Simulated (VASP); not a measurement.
# GaSb (F-43m) in VASP: further runs, part 2 of 2

VASP 6.6.1. Earlier steps stand in the parts before.

## Step 3: Relaxation of cell and atoms, LDA, target pressure 2 GPa, at which the enthalpy is minimised

The input, INCAR:

```
  ALGO = Normal
  EDIFF = 1E-6
  EDIFFG = -0.002
  ENCUT = 600
  IBRION = 2
  ISIF = 3
  ISMEAR = -1
  LASPH = True
  LCHARG = False
  LREAL = False
  LWAVE = False
  NELM = 100
  NSW = 100
  PREC = Accurate
  PSTRESS = 20.0
  SIGMA = 0.1
```

The input, KPOINTS:

```
k-points
0
Gamma
  14 14 14
```

The input, POSCAR:

```
GaSb
1.0
    0.0000000000      3.0253526699      3.0253526699
    3.0253526699      0.0000000000      3.0253526699
    3.0253526699      3.0253526699      0.0000000000
Ga Sb
1 1
Direct
    0.0000000000      0.0000000000      0.0000000000
    0.7500000000      0.7500000000      0.7500000000
```

Potentials or basis: VASP PAW LDA potentials, release 64 (Ga_d, Sb).

On the command line:

```console
$ cat potpaw_LDA.64/Ga_d/POTCAR potpaw_LDA.64/Sb/POTCAR > POTCAR
$ mpirun -np 1 vasp_std > vasp.out
```

OUTCAR:

```text
EDIFF = 1E-6
   EDIFFG = -0.002
   ENCUT = 600
   IBRION = 2
   ISIF = 3
   ISMEAR = -1
   LASPH = True
   LREAL = False
   NELM = 100
   NSW = 100
   PREC = Accurate
   PSTRESS = 20.0

 ion  position               nearest neighbor table
   1  0.000  0.000  0.000-   2 2.62   2 2.62   2 2.62   2 2.62
   2  0.750  0.750  0.750-   1 2.62   1 2.62   1 2.62   1 2.62

  LATTYP: Found a face centered cubic cell.
 ALAT       =     6.0507053398

  Lattice vectors:

 A1 = (   0.0000000000,   3.0253526699,   3.0253526699)
 A2 = (   3.0253526699,   0.0000000000,   3.0253526699)
 A3 = (   3.0253526699,   3.0253526699,   0.0000000000)

Analysis of symmetry for initial positions (statically):
=====================================================================
 Subroutine PRICEL returns:
 Original cell was already a primitive cell.

 Routine SETGRP: Setting up the symmetry group for a
 face centered cubic supercell.

 Subroutine GETGRP returns: Found 24 space group operations
 (whereof 24 operations were pure point group operations)
 out of a pool of 48 trial point group operations.

The static configuration has the point symmetry T_d .

Analysis of symmetry for dynamics (positions and initial velocities):
=====================================================================
 Subroutine PRICEL returns:
 Original cell was already a primitive cell.

 Routine SETGRP: Setting up the symmetry group for a
 face centered cubic supercell.

 Subroutine GETGRP returns: Found 24 space group operations
 (whereof 24 operations were pure point group operations)
 out of a pool of 48 trial point group operations.

The dynamic configuration has the point symmetry T_d .

 Subroutine INISYM returns: Found 24 space group operations
 (whereof 24 operations are pure point group operations),
 and found     1 'primitive' translations

----------------------------------------------------------------------------------------

                                     Primitive cell

  volume of cell :      55.3806

  direct lattice vectors                    reciprocal lattice vectors
     0.000000000  3.025352670  3.025352670    -0.165269988  0.165269988  0.165269988
     3.025352670  0.000000000  3.025352670     0.165269988 -0.165269988  0.165269988
     3.025352670  3.025352670  0.000000000     0.165269988  0.165269988 -0.165269988

  length of vectors
     4.278494777  4.278494777  4.278494777     0.286256016  0.286256016  0.286256016

  position of ions in fractional coordinates (direct lattice)
     0.000000000  0.000000000  0.000000000
     0.750000000  0.750000000  0.750000000

  ion indices of the primitive-cell ions
   primitive index   ion index
                 1           1
                 2           2

----------------------------------------------------------------------------------------

 KPOINTS: k-points

Automatic generation of k-mesh.
 Grid dimensions read from file:
 generate k-points for:   14   14   14

 Generating k-lattice:

  Cartesian coordinates                     Fractional coordinates (reciprocal lattice)
    -0.011804999  0.011804999  0.011804999     0.071428571  0.000000000  0.000000000
     0.011804999 -0.011804999  0.011804999     0.000000000  0.071428571  0.000000000
     0.011804999  0.011804999 -0.011804999     0.000000000  0.000000000  0.071428571
[... 43 lines left out ...]
   dimension x,y,z NGXF=    72 NGYF=   72 NGZF=   72
   ions per type =               1   1
   NGX,Y,Z   is equivalent  to a cutoff of  13.99, 13.99, 13.99 a.u.
   NGXF,Y,Z  is equivalent  to a cutoff of  27.98, 27.98, 27.98 a.u.
 SYSTEM =  unknown system
   PREC   = accura    normal or accurate (medium, high low for compatibility)
   ISTART =      0    job   : 0-new  1-cont  2-samecut
   ICHARG =      2    charge: 1-file 2-atom 10-const
   ISPIN  =      1    spin polarized calculation?
   LNONCOLLINEAR =      F non collinear calculations
   LSORBIT =      F    spin-orbit coupling
   LASPH  =      T    aspherical Exc in radial PAW
   ENCUT  =  600.0 eV  44.10 Ry    6.64 a.u.   8.55  8.55  8.55*2*pi/ulx,y,z
   NELM   =    100;   NELMIN=  2; NELMDL= -5     # of ELM steps
   EDIFF  = 0.1E-05   stopping-criterion for ELM
   LREAL  =      F    real-space projection
   EDIFFG = -.2E-02   stopping-criterion for IOM
   NSW    =    100    number of steps for IOM
   IBRION =      2    ionic relax: 0-MD 1-quasi-New 2-CG
   NFREE  =      1    steps in history (QN), initial steepest desc. (CG)
   ISIF   =      3    stress and relaxation
   ISYM   =      2    0-nonsym 1-usesym 2-fastsym
   POTIM  = 0.5000    time-step for ionic-motion
   TEBEG  =    0.0;   TEEND  =   0.0 temperature during run
   PSTRESS=   20.0 pullay stress
   NELECT =      18.0000    total number of electrons
   NUPDOWN=      -1.0000    fix difference up-down
   EMIN   =  10.00;   EMAX   =-10.00  energy-range for DOS
   EFERMI =   0.00;   METHOD = LEGACY
   ISMEAR =    -1;   SIGMA  =   0.10  broadening in eV -4-tet -1-fermi 0-gaus
   EFERMI_NEDOS =   21; number of points for ismear=-14 and -15
   IALGO  =     38    algorithm
   IMIX   =      4    mixing-type and parameters
     AMIX     =   0.40;   BMIX     =  1.00
     AMIX_MAG =   1.60;   BMIX_MAG =  1.00
  volume/ion in A,a.u.               =      27.69       186.86
  Fermi-wavevector in a.u.,A,eV,Ry     =   1.125589  2.127054 17.237895  1.266950
  Thomas-Fermi vector in A             =   2.262266
   LORBIT       =      0    0 simple, 1 ext, 2 COOP (PROOUT), +10 PAW based schemes
   GGA     = CA    functional components
   LHFCALC =     F    Hartree Fock is set to
   AEXX    =    0.0000 exact exchange contribution
   IVDW    =     0    specifies the selected vdW correction
   LEPSILON=     F    determine dielectric tensor
   LRPA    =     F    only Hartree local field effects (RPA)
 conjugate gradient relaxation of ions
 non-spin polarized calculation
  energy-cutoff  :      600.00
  volume of cell :       55.38
 maximum number of plane-waves:      1868
 NGX is ok and might be reduce to    36
   NGX = 17   NGY = 17   NGZ = 17

--------------------------------------- Ionic step        1  -------------------------------------------

 number of electron      18.0000004 magnetization

 Free energy of the ion-electron system (eV)
  ---------------------------------------------------
  ext. energy  EPLUGINS =         0.00000000
  ---------------------------------------------------
  free energy    TOTEN  =        -8.67467919 eV

  energy without entropy =       -8.67332624  energy(sigma->0) =       -8.67400271

------------------------ aborting loop because EDIFF is reached ----------------------------------------

  FORCE on cell =-STRESS in cart. coord.  units (eV):
  Direction    XX          YY          ZZ          XY          YZ          ZX
  --------------------------------------------------------------------------------------
  -------------------------------------------------------------------------------------
  Total        0.0484549      0.0484549      0.0484549     -0.0000000      0.0000000     -0.0000000
  in kB        1.4018140      1.4018140      1.4018140     -0.0000000      0.0000000     -0.0000000
  external PRESSURE =     -18.5981860 kB  Pullay stress =      20.0000000 kB
[... 291 lines left out ...]
--------------------------------------- Ionic step        9  -------------------------------------------

 number of electron      18.0000000 magnetization

 Free energy of the ion-electron system (eV)
  ---------------------------------------------------
  ext. energy  EPLUGINS =         0.00000000
  ---------------------------------------------------
  free energy    TOTEN  =        -8.66391892 eV

  energy without entropy =       -8.66284152  energy(sigma->0) =       -8.66338022

 E-fermi :   5.5745     XC(G=0):  -9.6719

 val. band max:        5.3548095106   @ k =   0.0000   0.0000   0.0000
 cond. band min:       5.6916861138   @ k =   0.0000   0.0000   0.0000
 fundamental gap:      0.3368766032
 Fermi energy:         5.5745102102

 k-point     1 :       0.0000    0.0000    0.0000
  band No.  band energies     occupation
      1      -9.9267      2.00000
      2      -9.9267      2.00000
      3      -9.9267      2.00000
      4      -9.8669      2.00000
      5      -9.8669      2.00000
      6      -6.6198      2.00000
      7       5.3548      1.79996
      8       5.3548      1.79996
      9       5.3548      1.79996
     10       5.6917      0.47307
     11       8.0850      0.00000
     12       8.0850      0.00000
     13       8.0850      0.00000
[... 354 lines left out ...]
  band No.  band energies     occupation
      1      -9.9512      2.00000
      2      -9.9161      2.00000
      3      -9.9150      2.00000
      4      -9.8711      2.00000
      5      -9.8656      2.00000
      6      -5.8170      2.00000
      7       1.1789      2.00000
      8       3.7354      2.00000
      9       3.8831      2.00000
     10       7.1894      0.00000
     11       8.2841      0.00000
     12      10.0463      0.00000
     13      10.1387      0.00000

 [... further k-points ...]
[... 5 lines left out ...]
  --------------------------------------------------------------------------------------
  -------------------------------------------------------------------------------------
  Total        0.6705216      0.6705216      0.6705216      0.0000000      0.0000000     -0.0000000
  in kB       19.9939022     19.9939022     19.9939022      0.0000000      0.0000000     -0.0000000
  external PRESSURE =      -0.0060978 kB  Pullay stress =      20.0000000 kB
[... 21 lines left out ...]
  energy  without entropy=       -8.6628415230  energy(sigma->0) =       -8.66338022

  enthalpy is  TOTEN    =        -7.9931927848 eV   P V=        0.6707261314

 reached required accuracy - stopping structural energy minimisation
```

CONTCAR:

```text
GaSb
   1.00000000000000
    -0.0000000000000000    2.9950122697871548    2.9950122697871548
     2.9950122697871548    0.0000000000000000    2.9950122697871548
     2.9950122697871548    2.9950122697871548   -0.0000000000000000
  Ga              Sb
     1     1
Direct
     0.0000000000000000    0.0000000000000000    0.0000000000000000
     0.7500000000000000    0.7500000000000000    0.7500000000000000

  0.00000000E+00  0.00000000E+00  0.00000000E+00
  0.00000000E+00  0.00000000E+00  0.00000000E+00
```

It took 4.6 min on 1 thread of Intel Xeon 6975P-C, shared host; peak memory 0.25 GiB.

Results:

```
Free energy                                            : -8.6639 eV
Relaxed volume                                         : 26.87 Å³/atom
Relaxed cell                                           : a = 4.236 Å, b = 4.236 Å, c = 4.236 Å, α = 60.00°, β = 60.00°, γ = 60.00°
Space group after relaxing (to 0.05 Å)                 : F-43m (No. 216)
Energy change on relaxing (the enthalpy is what falls) : +5.4 meV/atom
Ionic steps                                            : 9
Pressure after relaxing                                : 2.0 GPa
Band gap on the k mesh                                 : 0.34 eV, direct
```

Step by step:
| step | energy change (eV) | largest force (eV/Å) | pressure (GPa) | volume (Å³) |
| --- | --- | --- | --- | --- |
| 1 | 0.0000 | 0.0000 | 0.14 | 55.38 |
| 2 | 0.0248 | 0.0000 | 3.09 | 52.84 |
| 3 | 0.0108 | 0.0000 | 1.99 | 53.73 |
| 4 | 0.0112 | 0.0000 | 2.06 | 53.69 |
| 5 | 0.0103 | 0.0000 | 1.90 | 53.77 |
| 6 | 0.0108 | 0.0000 | 2.02 | 53.73 |
| 7 | 0.0107 | 0.0000 | 1.93 | 53.73 |
| 8 | 0.0108 | 0.0000 | 2.02 | 53.73 |
| 9 | 0.0108 | 0.0000 | 2.00 | 53.73 |

Final structure:
```
Ga Sb
1.0
     0.00000    2.99501    2.99501
     2.99501    0.00000    2.99501
     2.99501    2.99501    0.00000
Ga Sb
1 1
Direct
  0.00000 0.00000 0.00000
  0.75000 0.75000 0.75000
```

Caveat: the cell is relaxed towards a set pressure, so the enthalpy falls and the energy may rise; spin-orbit coupling is left out, which moves the levels of the heavy elements. Zero-point motion and thermal expansion aren't in these numbers.
